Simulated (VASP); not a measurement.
Write the native input for VASP 6.6.1 that does the following.

```yaml
Task: single point
Functional: PBEsol
Potentials_or_basis: VASP PAW PBE potentials, release 64 (Ga_d, N)
Cutoff: 520 eV
k_mesh: 9 × 9 × 9
Occupations: gaussian, width 0.01 eV
Spin: no spin polarisation
Dipole_correction: no
Further_INCAR_settings: ALGO = Normal; EDIFF = 1e-06; NBANDS = 16
```

The structure of GaN lies in POSCAR:

```
GaN
1.0
    0.0000000000      2.2535010000      2.2535010000
    2.2535010000      0.0000000000      2.2535010000
    2.2535010000      2.2535010000      0.0000000000
Ga N
1 1
Direct
    0.0000000000      0.0000000000      0.0000000000
    0.7500000000      0.7500000000      0.7500000000
```

One way to write it, as run:

INCAR

```
ALGO = Normal
EDIFF = 1E-6
ENCUT = 520
GGA = PS
ISIF = 2
ISMEAR = 0
LASPH = T
LCHARG = F
LREAL = F
LWAVE = F
NBANDS = 16
NELM = 60
PREC = Accurate
SIGMA = 0.01
```

KPOINTS

```
k-points
0
Gamma
  9 9 9
```

Potentials or basis: VASP PAW PBE potentials, release 64 (Ga_d, N).

Run with:

```bash
$ cat potpaw_PBE.64/Ga_d/POTCAR potpaw_PBE.64/N/POTCAR > POTCAR
$ mpirun -np 1 vasp_std > vasp.out
```

It gave:

```yaml
Pressure: -1.3 GPa
Band_gap_on_the_k_mesh: 1.68 eV, direct
```

Caveat: the PAW data sets were made with another functional, which shifts forces and pressure a little.

It took 22 s on 1 thread of Intel Xeon 8259CL, with other jobs on the host, peak memory 0.14 GiB.
